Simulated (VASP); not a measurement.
# Pt (Fm-3m) in VASP: notebook

Pt is run at these levels: LDA; tasks: single point.

Program: VASP 6.6.1. These are calculated values, not measurements. Logs are shortened: lines on timing, memory, paths and dates and some standing lists are left out, and cuts for length are marked.

## 1. The cell of the first run

The structure is cubic, space group Fm-3m (No. 225). Conventional cell: a = 3.922 Å, b = 3.922 Å, c = 3.922 Å, α = 90.00°, β = 90.00°, γ = 90.00°. Pt (site symmetry m-3m) has 12 Pt at 2.77 Å within 3.7 Å.

## 2. Single point, LDA

INCAR

```
SYSTEM = Pt
  PREC = Accurate
  ENCUT = 500
  EDIFF = 1E-6
  ISMEAR = -1
  SIGMA = 0.1
  LREAL = .False.
  LASPH = .True.
  NELM = 120
  ALGO = Normal
  ISIF = 2
  LWAVE = .False.
  LCHARG = .False.
  NBANDS = 11
  GGA_COMPAT = .False.
```

KPOINTS

```
Automatic mesh
0
Gamma
  12 12 12
  0 0 0
```

POSCAR

```
Pt
1.0
    0.0000000000      1.9609000000      1.9609000000
    1.9609000000      0.0000000000      1.9609000000
    1.9609000000      1.9609000000      0.0000000000
Pt
1
Direct
    0.0000000000      0.0000000000      0.0000000000
```

Potentials or basis: VASP PAW LDA potentials, release 64 (Pt).

Started as:

```bash
$ cat potpaw_LDA.64/Pt/POTCAR > POTCAR
$ mpirun -np 1 vasp_std > vasp.out
```

OUTCAR:

```text
SYSTEM = Pt
   PREC = Accurate
   ENCUT = 500
   EDIFF = 1E-6
   ISMEAR = -1
   LREAL = .False.
   LASPH = .True.
   NELM = 120
   ISIF = 2

 ion  position               nearest neighbor table
   1  0.000  0.000  0.000-

  LATTYP: Found a face centered cubic cell.
 ALAT       =     3.9218000000

  Lattice vectors:

 A1 = (   0.0000000000,   1.9609000000,   1.9609000000)
 A2 = (   1.9609000000,   0.0000000000,   1.9609000000)
 A3 = (   1.9609000000,   1.9609000000,   0.0000000000)

Analysis of symmetry for initial positions (statically):
=====================================================================
 Subroutine PRICEL returns:
 Original cell was already a primitive cell.

 Routine SETGRP: Setting up the symmetry group for a
 face centered cubic supercell.

 Subroutine GETGRP returns: Found 48 space group operations
 (whereof 48 operations were pure point group operations)
 out of a pool of 48 trial point group operations.

The static configuration has the point symmetry O_h .

Analysis of symmetry for dynamics (positions and initial velocities):
=====================================================================
 Subroutine PRICEL returns:
 Original cell was already a primitive cell.

 Routine SETGRP: Setting up the symmetry group for a
 face centered cubic supercell.

 Subroutine GETGRP returns: Found 48 space group operations
 (whereof 48 operations were pure point group operations)
 out of a pool of 48 trial point group operations.

The dynamic configuration has the point symmetry O_h .

 Subroutine INISYM returns: Found 48 space group operations
 (whereof 48 operations are pure point group operations),
 and found     1 'primitive' translations

----------------------------------------------------------------------------------------

                                     Primitive cell

  volume of cell :      15.0798

  direct lattice vectors                    reciprocal lattice vectors
     0.000000000  1.960900000  1.960900000    -0.254984956  0.254984956  0.254984956
     1.960900000  0.000000000  1.960900000     0.254984956 -0.254984956  0.254984956
     1.960900000  1.960900000  0.000000000     0.254984956  0.254984956 -0.254984956

  length of vectors
     2.773131374  2.773131374  2.773131374     0.441646899  0.441646899  0.441646899

  position of ions in fractional coordinates (direct lattice)
     0.000000000  0.000000000  0.000000000

  ion indices of the primitive-cell ions
   primitive index   ion index
                 1           1

----------------------------------------------------------------------------------------

 KPOINTS: Automatic mesh

Automatic generation of k-mesh.
 Grid dimensions read from file:
 generate k-points for:   12   12   12

 Generating k-lattice:

  Cartesian coordinates                     Fractional coordinates (reciprocal lattice)
    -0.021248746  0.021248746  0.021248746     0.083333333  0.000000000  0.000000000
     0.021248746 -0.021248746  0.021248746     0.000000000  0.083333333  0.000000000
     0.021248746  0.021248746 -0.021248746     0.000000000  0.000000000  0.083333333

  Length of vectors
     0.036803908  0.036803908  0.036803908

  Shift w.r.t. Gamma in fractional coordinates (k-lattice)
     0.000000000  0.000000000  0.000000000

 Subroutine IBZKPT returns following result:
 ===========================================

 Found     72 irreducible k-points:

 Following reciprocal coordinates:
            Coordinates               Weight
  0.000000  0.000000  0.000000      1.000000
  0.083333  0.000000  0.000000      8.000000
  0.166667  0.000000  0.000000      8.000000
  0.250000  0.000000  0.000000      8.000000
  0.333333  0.000000  0.000000      8.000000
  0.416667  0.000000  0.000000      8.000000
[... 16 lines left out ...]
  0.500000  0.166667  0.000000     24.000000
 -0.416667  0.166667  0.000000     24.000000
 [... further k-points ...]
   k-points           NKPTS =     72   k-points in BZ     NKDIM =     72   number of bands    NBANDS=     11
   number of dos      NEDOS =    301   number of ions     NIONS =      1
   total plane-waves  NPLWV =   8000
   dimension x,y,z NGX =    20 NGY =   20 NGZ =   20
   dimension x,y,z NGXF=    40 NGYF=   40 NGZF=   40
   ions per type =               1
   NGX,Y,Z   is equivalent  to a cutoff of  11.99, 11.99, 11.99 a.u.
   NGXF,Y,Z  is equivalent  to a cutoff of  23.98, 23.98, 23.98 a.u.
 SYSTEM =  Pt
   PREC   = accura    normal or accurate (medium, high low for compatibility)
   ISTART =      0    job   : 0-new  1-cont  2-samecut
   ICHARG =      2    charge: 1-file 2-atom 10-const
   ISPIN  =      1    spin polarized calculation?
   LNONCOLLINEAR =      F non collinear calculations
   LSORBIT =      F    spin-orbit coupling
   LASPH  =      T    aspherical Exc in radial PAW
   ENCUT  =  500.0 eV  36.75 Ry    6.06 a.u.   5.06  5.06  5.06*2*pi/ulx,y,z
   NELM   =    120;   NELMIN=  2; NELMDL= -5     # of ELM steps
   EDIFF  = 0.1E-05   stopping-criterion for ELM
   LREAL  =      F    real-space projection
[... 7 lines left out ...]
   TEBEG  =    0.0;   TEEND  =   0.0 temperature during run
   PSTRESS=    0.0 pullay stress
   NELECT =      10.0000    total number of electrons
   NUPDOWN=      -1.0000    fix difference up-down
   EMIN   =  10.00;   EMAX   =-10.00  energy-range for DOS
   EFERMI =   0.00;   METHOD = LEGACY
   ISMEAR =    -1;   SIGMA  =   0.10  broadening in eV -4-tet -1-fermi 0-gaus
   EFERMI_NEDOS =   21; number of points for ismear=-14 and -15
   IALGO  =     38    algorithm
   IMIX   =      4    mixing-type and parameters
     AMIX     =   0.40;   BMIX     =  1.00
     AMIX_MAG =   1.60;   BMIX_MAG =  1.00
  volume/ion in A,a.u.               =      15.08       101.76
  Fermi-wavevector in a.u.,A,eV,Ry     =   1.427609  2.697791 27.729605  2.038068
  Thomas-Fermi vector in A             =   2.547760
   LORBIT       =      0    0 simple, 1 ext, 2 COOP (PROOUT), +10 PAW based schemes
   GGA     = CA    functional components
   LHFCALC =     F    Hartree Fock is set to
   AEXX    =    0.0000 exact exchange contribution
   IVDW    =     0    specifies the selected vdW correction
   LEPSILON=     F    determine dielectric tensor
   LRPA    =     F    only Hartree local field effects (RPA)
 non-spin polarized calculation
  energy-cutoff  :      500.00
  volume of cell :       15.08
 maximum number of plane-waves:       392
   NGX = 11   NGY = 11   NGZ = 11

 number of electron      10.0000001 magnetization

 Free energy of the ion-electron system (eV)
  ---------------------------------------------------
  ext. energy  EPLUGINS =         0.00000000
  ---------------------------------------------------
  free energy    TOTEN  =        -7.53114499 eV

  energy without entropy =       -7.47967039  energy(sigma->0) =       -7.50540769

 E-fermi :  11.1734     XC(G=0): -13.6867

 val. band max:       11.1648992403   @ k =   0.4167   0.4167   0.0000
 cond. band min:      11.1745730982   @ k =   0.5000   0.5000   0.0000
 fundamental gap:      0.0096738579
 Fermi energy:        11.1734388150

 k-point     1 :       0.0000    0.0000    0.0000
  band No.  band energies     occupation
      1       0.8931      2.00000
      2       7.3285      2.00000
      3       7.3285      2.00000
      4       7.3285      2.00000
      5       9.5217      2.00000
      6       9.5217      2.00000
      7      25.7620      0.00000
      8      30.6827      0.00000
      9      30.6827      0.00000
     10      30.6827      0.00000
     11      36.1334      0.00000

 k-point     2 :       0.0833    0.0000    0.0000
  band No.  band energies     occupation
      1       1.1710      2.00000
      2       7.2078      2.00000
      3       7.4369      2.00000
      4       7.4369      2.00000
      5       9.4631      2.00000
      6       9.4631      2.00000
      7      26.1912      0.00000
      8      29.3767      0.00000
      9      31.1127      0.00000
     10      31.1127      0.00000
     11      37.4823      0.00000

 k-point     3 :       0.1667    0.0000    0.0000
  band No.  band energies     occupation
      1       1.9416      2.00000
      2       6.9673      2.00000
      3       7.6589      2.00000
      4       7.6589      2.00000
      5       9.4139      2.00000
      6       9.4139      2.00000
      7      27.0300      0.00000
      8      27.1926      0.00000
      9      32.3091      0.00000
     10      32.3091      0.00000
     11      36.0490      0.00000

 k-point     4 :       0.2500    0.0000    0.0000
  band No.  band energies     occupation
      1       2.9401      2.00000
      2       6.9808      2.00000
      3       7.7099      2.00000
      4       7.7099      2.00000
      5       9.6923      2.00000
      6       9.6923      2.00000
      7      24.4343      0.00000
      8      27.5157      0.00000
      9      33.7447      0.00000
     10      33.7447      0.00000
     11      34.6194      0.00000
[... 239 lines left out ...]
 k-point    22 :       0.4167    0.1667    0.0000
  band No.  band energies     occupation
      1       4.4611      2.00000
      2       6.6762      2.00000
      3       7.2024      2.00000
      4       8.2436      2.00000
      5      11.1297      1.21546
      6      11.6757      0.01309
      7      20.5753      0.00000
      8      27.1026      0.00000
      9      28.4357      0.00000
     10      30.3375      0.00000
     11      37.7332      0.00000

 k-point    23 :       0.5000    0.1667    0.0000
  band No.  band energies     occupation
      1       4.5440      2.00000
      2       6.6894      2.00000
      3       7.9335      2.00000
      4       8.0539      2.00000
      5      11.2558      0.60989
      6      13.6173      0.00000
      7      17.5866      0.00000
      8      26.3401      0.00000
      9      28.5038      0.00000
     10      28.9467      0.00000
     11      38.4413      0.00000

 k-point    24 :      -0.4167    0.1667    0.0000
  band No.  band energies     occupation
      1       4.6019      2.00000
      2       6.7014      2.00000
      3       7.9651      2.00000
      4       8.2528      2.00000
      5      10.8522      1.92262
      6      14.1759      0.00000
      7      17.1587      0.00000
      8      25.9527      0.00000
      9      28.0183      0.00000
     10      29.6285      0.00000
     11      38.0062      0.00000

 [... further k-points ...]

------------------------ aborting loop because EDIFF is reached ----------------------------------------

  FORCE on cell =-STRESS in cart. coord.  units (eV):
  Direction    XX          YY          ZZ          XY          YZ          ZX
  --------------------------------------------------------------------------------------
  -------------------------------------------------------------------------------------
  Total       -0.4786468     -0.4786468     -0.4786468     -0.0000000      0.0000000      0.0000000
  in kB      -50.8545006    -50.8545006    -50.8545006     -0.0000000      0.0000000      0.0000000
  external PRESSURE =     -50.8545006 kB  Pullay stress =       0.0000000 kB

 VOLUME and BASIS-vectors are now :
 -----------------------------------------------------------------------------
  energy-cutoff  :      500.00
  volume of cell :       15.08
      direct lattice vectors                 reciprocal lattice vectors
     0.000000000  1.960900000  1.960900000    -0.254984956  0.254984956  0.254984956
     1.960900000  0.000000000  1.960900000     0.254984956 -0.254984956  0.254984956
     1.960900000  1.960900000  0.000000000     0.254984956  0.254984956 -0.254984956

 POSITION                                       TOTAL-FORCE (eV/Angst)
 -----------------------------------------------------------------------------------
      0.00000      0.00000      0.00000         0.000000      0.000000      0.000000
 -----------------------------------------------------------------------------------
    total drift:                                0.000000      0.000000      0.000000

  FREE ENERGIE OF THE ION-ELECTRON SYSTEM (eV)
  ---------------------------------------------------
  free  energy   TOTEN  =        -7.5311449905 eV

  energy  without entropy=       -7.4796703914  energy(sigma->0) =       -7.50540769
```

Wall time 14 s (1 thread of Intel Xeon 8259CL, shared host); peak memory 0.13 GiB.

What came out:

```
Free energy            : -7.5311 eV
Pressure               : -5.1 GPa
Band gap on the k mesh : zero (band 5 reaches 11.64 eV, above the bottom of band 6 at 9.41 eV)
```

Levels at points of the mesh, in eV from the Fermi level:
| k point | band 1 | band 2 | band 3 | band 4 | band 5 | band 6 | band 7 | band 8 | band 9 | band 10 |
| --- | --- | --- | --- | --- | --- | --- | --- | --- | --- | --- |
| (0.00, 0.00, 0.00) | -10.28 | -3.84 | -3.84 | -3.84 | -1.65 | -1.65 | 14.59 | 19.51 | 19.51 | 19.51 |
| (0.50, 0.00, 0.00) | -7.39 | -3.90 | -3.90 | -0.52 | 0.02 | 0.02 | 5.80 | 14.15 | 18.86 | 18.86 |
| (0.50, 0.50, 0.00) | -7.13 | -6.68 | 0.00 | 0.47 | 0.47 | 1.73 | 8.84 | 11.30 | 11.30 | 20.17 |

Caveat: spin-orbit coupling is left out, which moves the levels of the heavy elements.

## 3. Single point, LDA

INCAR

```
SYSTEM = Pt
ALGO = Normal
EDIFF = 1E-6
ENCUT = 500
GGA = CA
GGA_COMPAT = .FALSE.
ISIF = 2
ISMEAR = -1
LASPH = .TRUE.
LCHARG = .FALSE.
LREAL = .FALSE.
LWAVE = .FALSE.
NBANDS = 11
NELM = 120
PREC = Accurate
SIGMA = 0.1
```

KPOINTS

```
k-points
0
G
  12 12 12
  0 0 0
```

POSCAR is that of step 2.

Potentials or basis: VASP PAW LDA potentials, release 64 (Pt).

Started as:

```bash
$ cat potpaw_LDA.64/Pt/POTCAR > POTCAR
$ mpirun -np 1 vasp_std > vasp.out
```

It took 13 s on 1 thread of Intel Xeon 8259CL, shared host; peak memory 0.12 GiB.

Results (log left out):

```
Free energy            : -7.5311 eV
Pressure               : -5.1 GPa
Band gap on the k mesh : zero (band 5 reaches 11.64 eV, above the bottom of band 6 at 9.41 eV)
```

Levels at points of the mesh, in eV from the Fermi level:
```csv
k point,band 3,band 4,band 5,band 6,band 7,band 8
"(0.00, 0.00, 0.00)",-3.84,-3.84,-1.65,-1.65,14.59,19.51
"(0.50, 0.00, 0.00)",-3.90,-0.52,0.02,0.02,5.80,14.15
"(0.50, 0.50, 0.00)",0.00,0.47,0.47,1.73,8.84,11.30
```

Caveat: spin-orbit coupling is left out, which moves the levels of the heavy elements.
